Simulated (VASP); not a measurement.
HfO2:

```xyz
6
Lattice="3.5580 0.0000 0.0000 0.0000 3.5580 0.0000 0.0000 0.0000 5.1719" Properties=species:S:1:pos:R:3 pbc="T T T"
Hf    0.0000    0.0000    0.0000
Hf    1.7790    1.7790    2.5859
O     0.0000    1.7790    1.0199
O     1.7790    0.0000    1.5660
O     1.7790    0.0000    4.1519
O     0.0000    1.7790    3.6059
```

Program: VASP 6.6.1. Alike in all runs: task single point; no spin polarisation; cell as given; k mesh 8 × 8 × 5; cutoff (eV) 520; smearing fermi-dirac 0.05 eV.

Task: Order these runs on this cell by their pressure, lowest first.
A. level PBEsol; potentials or basis VASP PAW PBE potentials, release 64 (Hf_pv, O)
B. level PBE; potentials or basis VASP PAW PBE potentials, release 64 (Hf_pv, O)
C. level LDA; potentials or basis VASP PAW LDA potentials, release 64 (Hf_pv, O)

Result: C (-7.4 GPa), A (-1.4 GPa), B (6.5 GPa).

Caveats: the PAW data sets were made with another functional, which shifts forces and pressure a little (some runs).
